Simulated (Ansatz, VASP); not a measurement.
**V: VASP beside Ansatz**

```
V
1.0
     4.43642    0.00000    0.00000
    -2.21821    3.84205    0.00000
     0.00000    0.00000    2.37055
V
3
Direct
  0.00000 0.00000 0.00000
  0.33333 0.66667 0.50000
  0.66667 0.33333 0.50000
```

Alike in both runs: task single point; functional r2SCAN; k mesh 11 × 11 × 17; occupations fermi-dirac, width 0.05 eV; collinear spin.

```csv
,VASP,Ansatz
version,VASP 6.6.1,Ansatz 0.2.0
potentials or method,"VASP PAW PBE potentials, release 64 (V_sv), cutoff 520 eV","plane waves (500 eV) with PAW, scalar-relativistic"
valence electrons in the cell,39,39
```

|  | VASP | Ansatz | Ansatz less VASP |
| --- | --- | --- | --- |
| net moment per atom (μB) | 0.00 | 0.00 | 0.000 |

VASP's potentials were made for PBE, not for r2SCAN. Ansatz's warnings: seeded moment not kept, stability check not made.
